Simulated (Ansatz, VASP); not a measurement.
## One calculation of Pt, two programs

```
CELL_PARAMETERS angstrom
2.57049 0.00000 0.00000
0.00000 2.57049 0.00000
0.00000 0.00000 2.57049
ATOMIC_POSITIONS crystal
Pt 0.00000 0.00000 0.00000
```

Alike in both runs: task single point; functional RPBE; k mesh 13 × 13 × 13; occupations fermi-dirac, width 0.1 eV; no spin polarisation.

|  | VASP | Ansatz |
| --- | --- | --- |
| version | VASP 6.6.1 | Ansatz 0.2.0 |
| potentials or method | VASP PAW PBE potentials, release 64 (Pt), cutoff 520 eV | plane waves (420 eV) with PAW, scalar-relativistic |
| valence electrons in the cell | 10 | 18 |

|  | VASP | Ansatz | Ansatz less VASP |
| --- | --- | --- | --- |
| pressure (GPa) | 16.9 | 17.5 | +0.63 |

VASP's potentials were made for PBE, not for RPBE. With one functional, cell and mesh, what is left measures potentials, basis and numerics. VASP's potentials hold 10 valence electrons a cell and Ansatz's 18, so a difference there can come from the potentials and not from the codes.

Neither program's run includes spin-orbit coupling.
